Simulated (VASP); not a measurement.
# Si (Fd-3m) in VASP: further runs, part 2 of 2

VASP 6.6.1. Earlier steps stand in the parts before.

## 5. Single point, PBEsol

This run uses another cell than the first one: it holds 32 atoms, not 4.

Input file INCAR:

```
SYSTEM = Si
PREC = Accurate ; ENCUT = 520
EDIFF = 1E-7 ; ISMEAR = 0
SIGMA = 0.02 ; LREAL = Auto
LASPH = .TRUE. ; NELM = 80
ALGO = Normal ; ISIF = 2
LWAVE = .FALSE. ; LCHARG = .FALSE.
GGA = PS ; NBANDS = 86
```

Input file KPOINTS:

```
Automatic mesh
0
G
  3 3 3
  0 0 0
```

Input file POSCAR:

```
Si
1.0
   -5.4338341610      5.4338341610      5.4338341610
    5.4338341610     -5.4338341610      5.4338341610
    5.4338341610      5.4338341610     -5.4338341610
Si
32
Direct
    0.2500000000      0.5000000000      0.0000000000
    0.2500000000      0.7500000000      0.7500000000
    0.2500000000      0.0000000000      0.5000000000
    0.5000000000      0.2500000000      0.0000000000
    0.2500000000      0.2500000000      0.2500000000
    0.5000000000      0.5000000000      0.7500000000
    0.5000000000      0.7500000000      0.5000000000
    0.7500000000      0.0000000000      0.0000000000
    0.5000000000      0.0000000000      0.2500000000
    0.7500000000      0.2500000000      0.7500000000
    0.7500000000      0.5000000000      0.5000000000
    0.0000000000      0.7500000000      0.0000000000
    0.7500000000      0.7500000000      0.2500000000
    0.0000000000      0.0000000000      0.7500000000
    0.0000000000      0.2500000000      0.5000000000
    0.0000000000      0.5000000000      0.2500000000
    0.0000000000      0.2500000000      0.7500000000
    0.0000000000      0.5000000000      0.5000000000
    0.0000000000      0.7500000000      0.2500000000
    0.2500000000      0.0000000000      0.7500000000
    0.0000000000      0.0000000000      0.0000000000
    0.2500000000      0.2500000000      0.5000000000
    0.2500000000      0.5000000000      0.2500000000
    0.5000000000      0.7500000000      0.7500000000
    0.2500000000      0.7500000000      0.0000000000
    0.5000000000      0.0000000000      0.5000000000
    0.5000000000      0.2500000000      0.2500000000
    0.7500000000      0.5000000000      0.7500000000
    0.5000000000      0.5000000000      0.0000000000
    0.7500000000      0.7500000000      0.5000000000
    0.7500000000      0.0000000000      0.2500000000
    0.7500000000      0.2500000000      0.0000000000
```

Potentials or basis: VASP PAW PBE potentials, release 64 (Si).

Launch:

```
$ cat potpaw_PBE.64/Si/POTCAR > POTCAR
$ mpirun -np 1 vasp_std > vasp.out
```

OUTCAR:

```text
SYSTEM = Si
   PREC = Accurate
   ENCUT = 520
   EDIFF = 1E-7
   ISMEAR = 0
   LREAL = Auto
   LASPH = .TRUE.
   NELM = 80
   ISIF = 2
   GGA = PS

 ion  position               nearest neighbor table
   1  0.250  0.500  0.000-  17 2.35  23 2.35  25 2.35  29 2.35
   2  0.250  0.750  0.750-  18 2.35  20 2.35  24 2.35  25 2.35
   3  0.250  0.000  0.500-  19 2.35  20 2.35  22 2.35  26 2.35
   4  0.500  0.250  0.000-  20 2.35  27 2.35  29 2.35  32 2.35
   5  0.250  0.250  0.250-  21 2.35  22 2.35  23 2.35  27 2.35
   6  0.500  0.500  0.750-  22 2.35  24 2.35  28 2.35  29 2.35
[... 24 lines left out ...]
  31  0.750  0.000  0.250-   8 2.35   9 2.35  13 2.35  15 2.35
  32  0.750  0.250  0.000-   4 2.35   8 2.35  10 2.35  16 2.35

  LATTYP: Found a body centered cubic cell.
 ALAT       =    10.8676683220

  Lattice vectors:

 A1 = (  -5.4338341610,   5.4338341610,   5.4338341610)
 A2 = (   5.4338341610,  -5.4338341610,   5.4338341610)
 A3 = (   5.4338341610,   5.4338341610,  -5.4338341610)

Analysis of symmetry for initial positions (statically):
=====================================================================
 Subroutine PRICEL returns following result:

  LATTYP: Found a face centered cubic cell.
 ALAT       =     5.4338341610

  Lattice vectors:

 A1 = (   2.7169170805,  -2.7169170805,   0.0000000000)
 A2 = (   0.0000000000,  -2.7169170805,  -2.7169170805)
 A3 = (   2.7169170805,  -0.0000000000,  -2.7169170805)

  16 primitive cells build up your supercell.

 Routine SETGRP: Setting up the symmetry group for a
 body centered cubic supercell.

 Subroutine GETGRP returns: Found 48 space group operations
 (whereof 24 operations were pure point group operations)
 out of a pool of 48 trial point group operations.

The static configuration has the point symmetry T_d .
 The point group associated with its full space group is O_h .

Analysis of symmetry for dynamics (positions and initial velocities):
=====================================================================
 Subroutine PRICEL returns following result:

  LATTYP: Found a face centered cubic cell.
 ALAT       =     5.4338341610

  Lattice vectors:

 A1 = (   2.7169170805,  -2.7169170805,   0.0000000000)
 A2 = (   0.0000000000,  -2.7169170805,  -2.7169170805)
 A3 = (   2.7169170805,  -0.0000000000,  -2.7169170805)

  16 primitive cells build up your supercell.

 Routine SETGRP: Setting up the symmetry group for a
 body centered cubic supercell.

 Subroutine GETGRP returns: Found 48 space group operations
 (whereof 24 operations were pure point group operations)
 out of a pool of 48 trial point group operations.

The dynamic configuration has the point symmetry T_d .
 The point group associated with its full space group is O_h .

 Subroutine INISYM returns: Found 48 space group operations
 (whereof 24 operations are pure point group operations),
 and found    16 'primitive' translations

----------------------------------------------------------------------------------------

[... 41 lines left out ...]

 Subroutine IBZKPT returns following result:
 ===========================================

 Found      4 irreducible k-points:

 Following reciprocal coordinates:
            Coordinates               Weight
  0.000000  0.000000  0.000000      1.000000
  0.333333  0.000000  0.000000     12.000000
  0.333333  0.333333  0.000000      8.000000
 -0.333333  0.333333  0.333333      6.000000
   k-points           NKPTS =      4   k-points in BZ     NKDIM =      4   number of bands    NBANDS=     86
   number of dos      NEDOS =    301   number of ions     NIONS =     32
   total plane-waves  NPLWV = 343000
   dimension x,y,z NGX =    70 NGY =   70 NGZ =   70
   dimension x,y,z NGXF=   140 NGYF=  140 NGZF=  140
   ions per type =              32
   NGX,Y,Z   is equivalent  to a cutoff of  12.36, 12.36, 12.36 a.u.
   NGXF,Y,Z  is equivalent  to a cutoff of  24.73, 24.73, 24.73 a.u.
 SYSTEM =  Si
   PREC   = accura    normal or accurate (medium, high low for compatibility)
   ISTART =      0    job   : 0-new  1-cont  2-samecut
   ICHARG =      2    charge: 1-file 2-atom 10-const
   ISPIN  =      1    spin polarized calculation?
   LNONCOLLINEAR =      F non collinear calculations
   LSORBIT =      F    spin-orbit coupling
   LASPH  =      T    aspherical Exc in radial PAW
   ENCUT  =  520.0 eV  38.22 Ry    6.18 a.u.  17.50 17.50 17.50*2*pi/ulx,y,z
   NELM   =     80;   NELMIN=  2; NELMDL= -5     # of ELM steps
   EDIFF  = 0.1E-06   stopping-criterion for ELM
   LREAL  =      T    real-space projection
   EDIFFG = 0.1E-05   stopping-criterion for IOM
   NSW    =      0    number of steps for IOM
   IBRION =     -1    ionic relax: 0-MD 1-quasi-New 2-CG
   NFREE  =      0    steps in history (QN), initial steepest desc. (CG)
   ISIF   =      2    stress and relaxation
   ISYM   =      2    0-nonsym 1-usesym 2-fastsym
   POTIM  = 0.5000    time-step for ionic-motion
   TEBEG  =    0.0;   TEEND  =   0.0 temperature during run
   PSTRESS=    0.0 pullay stress
   NELECT =     128.0000    total number of electrons
   NUPDOWN=      -1.0000    fix difference up-down
   EMIN   =  10.00;   EMAX   =-10.00  energy-range for DOS
   EFERMI =   0.00;   METHOD = LEGACY
   ISMEAR =     0;   SIGMA  =   0.02  broadening in eV -4-tet -1-fermi 0-gaus
   EFERMI_NEDOS =   21; number of points for ismear=-14 and -15
   IALGO  =     38    algorithm
   IMIX   =      4    mixing-type and parameters
     AMIX     =   0.40;   BMIX     =  1.00
     AMIX_MAG =   1.60;   BMIX_MAG =  1.00
  volume/ion in A,a.u.               =      20.06       135.34
  Fermi-wavevector in a.u.,A,eV,Ry     =   0.956500  1.807523 12.447873  0.914893
  Thomas-Fermi vector in A             =   2.085434
   LORBIT       =      0    0 simple, 1 ext, 2 COOP (PROOUT), +10 PAW based schemes
   GGA     = PS    functional components
   LHFCALC =     F    Hartree Fock is set to
   AEXX    =    0.0000 exact exchange contribution
   IVDW    =     0    specifies the selected vdW correction
   LEPSILON=     F    determine dielectric tensor
   LRPA    =     F    only Hartree local field effects (RPA)
 non-spin polarized calculation
 Gauss-broadening in eV      SIGMA  =   0.02
  energy-cutoff  :      520.00
  volume of cell :      641.77
 maximum number of plane-waves:     17357
 NGX is ok and might be reduce to    70

 number of electron     127.9999994 magnetization

 Free energy of the ion-electron system (eV)
  ---------------------------------------------------
  ext. energy  EPLUGINS =         0.00000000
  ---------------------------------------------------
  free energy    TOTEN  =      -183.90384854 eV

  energy without entropy =     -183.90384854  energy(sigma->0) =     -183.90384854

 E-fermi :   5.8844     XC(G=0):  -9.5470

 val. band max:        5.7724055679   @ k =   0.0000   0.0000   0.0000
 cond. band min:       6.3650820062   @ k =   0.0000   0.0000   0.0000
 fundamental gap:      0.5926764382
 Fermi energy:         5.8843808877

 k-point     1 :       0.0000    0.0000    0.0000
  band No.  band energies     occupation
      1      -6.2063      2.00000
      2      -4.1554      2.00000
      3      -4.1554      2.00000
      4      -4.1554      2.00000
      5      -4.1554      2.00000
      6      -4.1554      2.00000
[... 305 lines left out ...]
     75       7.7776      0.00000
     76       8.4287      0.00000
 [bands above 76 left out]

------------------------ aborting loop because EDIFF is reached ----------------------------------------

  FORCE on cell =-STRESS in cart. coord.  units (eV):
  Direction    XX          YY          ZZ          XY          YZ          ZX
  --------------------------------------------------------------------------------------
  -------------------------------------------------------------------------------------
  Total        0.3831425      0.3831425      0.3831425      0.0000000     -0.0000000     -0.0000000
  in kB        0.9565151      0.9565151      0.9565151      0.0000000     -0.0000000     -0.0000000
  external PRESSURE =       0.9565151 kB  Pullay stress =       0.0000000 kB

 VOLUME and BASIS-vectors are now :
 -----------------------------------------------------------------------------
  energy-cutoff  :      520.00
  volume of cell :      641.77
      direct lattice vectors                 reciprocal lattice vectors
    -5.433834161  5.433834161  5.433834161     0.000000000  0.092016058  0.092016058
     5.433834161 -5.433834161  5.433834161     0.092016058  0.000000000  0.092016058
     5.433834161  5.433834161 -5.433834161     0.092016058  0.092016058  0.000000000

 POSITION                                       TOTAL-FORCE (eV/Angst)
 -----------------------------------------------------------------------------------
      1.35846     -1.35846      4.07538         0.000000      0.000000      0.000000
      6.79229      1.35846      1.35846         0.000000      0.000000     -0.000000
      1.35846      4.07538     -1.35846         0.000000     -0.000000     -0.000000
     -1.35846      1.35846      4.07538         0.000000      0.000000     -0.000000
      1.35846      1.35846      1.35846         0.000000     -0.000000     -0.000000
      4.07538      4.07538      1.35846         0.000000     -0.000000     -0.000000
[... 24 lines left out ...]
     -2.71692      5.43383      2.71692        -0.000000      0.000000      0.000000
     -2.71692      2.71692      5.43383        -0.000000      0.000000      0.000000
 -----------------------------------------------------------------------------------
    total drift:                                0.000000     -0.000000     -0.000000

  FREE ENERGIE OF THE ION-ELECTRON SYSTEM (eV)
  ---------------------------------------------------
  free  energy   TOTEN  =      -183.9038485384 eV

  energy  without entropy=     -183.9038485384  energy(sigma->0) =     -183.90384854
```

Run time: 4.9 min. Hardware: 1 thread of Intel Xeon Platinum 8375C at 2.90GHz (Ice Lake), shared host; peak memory 0.7 GiB.

What came out:

```yaml
Free_energy: -183.9038 eV
Pressure: 0.1 GPa
Band_gap_on_the_k_mesh: 0.59 eV
```

Caveat: the PAW data sets were made with another functional, which shifts forces and pressure a little.

## 6. The runs side by side

| cell | k mesh | gap on the mesh (eV) | pressure (GPa) |
| --- | --- | --- | --- |
| a = 3.996, b = 3.996, c = 5.651 Å, 4 atoms | 10 × 10 × 8 | 0.65 | -8.5 |
| a = 4.073, b = 4.073, c = 5.760 Å, 4 atoms | 10 × 10 × 8 | 0.73 | -11.1 |
| a = 9.412 Å, angles 109.5°, 32 atoms | 3 × 3 × 3 | 0.59 | 0.1 |

Alike in all rows: task single point; level PBEsol; potentials or basis VASP PAW PBE potentials, release 64 (Si); no spin polarisation; cutoff (eV) 520; smearing gaussian 0.02 eV.

Caveats: the PAW data sets were made with another functional, which shifts forces and pressure a little.

Absolute energies hang on the potentials; compare differences alone.
